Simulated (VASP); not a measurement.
Write the native input for VASP 6.6.1 that does the following.

```
Task                   : single point
Functional             : PBE
Potentials or basis    : VASP PAW PBE potentials, release 64 (Al, Cl)
Cutoff                 : 520 eV
k mesh                 : 5 × 4 × 1
Occupations            : gaussian, width 0.1 eV
Spin                   : no spin polarisation
Dipole correction      : yes
Further INCAR settings : LREAL = Auto; ALGO = Normal; EDIFF = 1e-06; NBANDS = 42
```

The structure of Al16Cl lies in POSCAR:

```
Al16Cl
1.0
    5.7135165838      0.0000000000      0.0000000000
    0.0000000000      8.0801326417      0.0000000000
    0.0000000000      0.0000000000     19.7432787023
Al Cl
16 1
Direct
    0.2500000000      0.2500000000      0.2026005944
    0.2500000000      0.7500000000      0.2026005944
    0.7500000000      0.2500000000      0.2026005944
    0.7500000000      0.7500000000      0.2026005944
    0.0000000000      0.0000000000      0.2749482104
    0.0000000000      0.5000000000      0.2749482104
    0.5000000000      0.0000000000      0.2749482104
    0.5000000000      0.5000000000      0.2749482104
    0.2500000000      0.2500000000      0.3495466405
    0.2500000000      0.7500000000      0.3495466405
    0.7500000000      0.2500000000      0.3495466405
    0.7500000000      0.7500000000      0.3495466405
    0.0000000000      0.0000000000      0.4175232912
    0.0000000000      0.5000000000      0.4175232912
    0.5000000000      0.0000000000      0.4175232912
    0.5000000000      0.5000000000      0.4175232912
    0.0833333333      0.2000000000      0.5049782804
```

These files were run (other wordings do the same):

INCAR

```
SYSTEM = Al16Cl
  ALGO = Normal
  DIPOL = 0.5 0.5 0.323
  EDIFF = 1E-6
  ENCUT = 520
  GGA = PE
  IDIPOL = 3
  ISIF = 2
  ISMEAR = 0
  LASPH = .True.
  LCHARG = .False.
  LDIPOL = .True.
  LREAL = Auto
  LWAVE = .False.
  NBANDS = 42
  NELM = 100
  PREC = Accurate
  SIGMA = 0.1
```

KPOINTS

```
k-points
0
Gamma
  5 4 1
  0 0 0
```

Potentials or basis: VASP PAW PBE potentials, release 64 (Al, Cl).

The run is started by

```bash
$ cat potpaw_PBE.64/Al/POTCAR potpaw_PBE.64/Cl/POTCAR > POTCAR
$ mpirun -np 1 vasp_std > vasp.out
```

It gave:

The largest force is 0.794 eV/Å and the band gap on the k mesh is zero (an odd number of electrons rules out a gap without spin polarisation).

Run time: 14 min on 1 thread of Intel(R) Xeon(R) 6975P-C (Granite Rapids), on a shared host, peak memory 0.85 GiB.
